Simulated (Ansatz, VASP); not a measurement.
# One calculation of MgS, two programs

```xyz
2
Lattice="0.0000 2.9039 2.8331 2.9039 0.0000 2.8331 2.9039 2.9039 0.0000" Properties=species:S:1:pos:R:3 pbc="T T T"
Mg    0.0000    0.0000    0.0000
S     4.3559    4.3559    4.2497
```

Change from the starting cell: strain +0.0250 x Voigt [1, 1, 0, 0, 0, 0], atoms carried along.

Alike in both runs: task single point; functional PBEsol; k mesh 8 × 8 × 8; occupations gaussian, width 0.05 eV; no spin polarisation.

|  | VASP | Ansatz |
| --- | --- | --- |
| version | VASP 6.6.1 | Ansatz 0.2.0 |
| potentials or method | VASP PAW PBE potentials, release 64 (Mg, S), cutoff 520 eV | scalar-relativistic, plane waves, PAW |
| valence electrons in the cell | 8 | 16 |

```tsv
	VASP	Ansatz	Ansatz less VASP
gap on the k mesh at the Fermi level (eV)	3.01	3.01	-0.001
least direct gap on the mesh (eV)	3.01	3.01	-0.001
pressure (GPa)	-3.0	-2.9	+0.10
traceless stress, the component that is largest in VASP (GPa)	0.35	0.35	-0.003
```

VASP's potentials were made for PBE, not for PBEsol. VASP's potentials hold 8 valence electrons a cell and Ansatz's 16, so a difference there can come from the potentials and not from the codes.
